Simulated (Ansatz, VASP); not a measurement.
**Y in VASP and in Ansatz**

The input INCAR:

```
PREC     = Accurate       # precision mode
ENCUT    = 600            # plane-wave cutoff, eV
EDIFF    = 1E-7           # SCF threshold, eV
ISMEAR   = 0              # smearing method
SIGMA    = 0.1            # smearing width, eV
LREAL    = False          # projectors in reciprocal space
LASPH    = True           # aspherical terms in the spheres
NELM     = 80             # most SCF steps
ALGO     = Fast           # electronic algorithm
ISIF     = 3              # what is computed and relaxed
LWAVE    = False          # write WAVECAR
LCHARG   = False          # write CHGCAR
GGA      = PS             # functional
IBRION   = 2              # ionic algorithm
NSW      = 100            # ionic steps
EDIFFG   = -0.002         # ionic threshold
```

File KPOINTS:

```
Automatic mesh
0
Gamma
  15 15 8
```

The input POSCAR:

```
Y
1.0
    3.6425693900      0.0000000000      0.0000000000
   -1.8212847000      3.1545576300      0.0000000000
    0.0000000000      0.0000000000      5.8791583500
Y
2
Direct
    0.3333333300      0.6666666700      0.2500000000
    0.6666666700      0.3333333300      0.7500000000
```

Input for Ansatz:

```yaml
crystal:
  lattice:
    - [3.64256939, 0.0, 0.0]
    - [-1.8212847, 3.15455763, 0.0]
    - [0.0, 0.0, 5.87915835]
  atoms:
    - { symbol: "Y", position: [0.33333333, 0.66666667, 0.25] }
    - { symbol: "Y", position: [0.66666667, 0.33333333, 0.75] }
basis:
  ecutwfc: 420
kpoints:
  mp_grid: { grid: [15, 15, 8] }
hamiltonian:
  xc: pbesol
  pseudopotentials: { kind: paw, azcp: { folder: soft_1 } }
scf:
  occupations: { method: gaussian, width: 0.1 }
output:
  forces: true
  stress: true
  eigenvalues: true
relax:
  adjacent_minimum: "off"
  f_tol: 0.002
  max_steps: 80
  cell: { stress_tol: 0.02 }
```

Alike in both runs: task relaxation of cell and atoms; functional PBEsol; k mesh 15 × 15 × 8; occupations gaussian, width 0.1 eV; no spin polarisation.

|  | VASP | Ansatz |
| --- | --- | --- |
| version | VASP 6.6.1 | Ansatz 0.2.0 |
| potentials or method | VASP PAW PBE potentials, release 64 (Y_sv), cutoff 600 eV | scalar-relativistic, plane waves, PAW |
| valence electrons in the cell | 22 | 22 |

|  | VASP | Ansatz | Ansatz less VASP |
| --- | --- | --- | --- |
| gap on the k mesh at the Fermi level, each at its own relaxed structure (eV) | none | none | - |
| relaxed volume (Å³/atom) | 31.22 | 31.31 | +0.093 |
| relaxed length of the cell vector where the two differ most in proportion (Å) | 3.595 | 3.599 | +0.0043 |

VASP's potentials were made for PBE, not for PBEsol, and Ansatz warns of the same on its side. A gap of «none» marks a metal or a gap that the smearing closes.
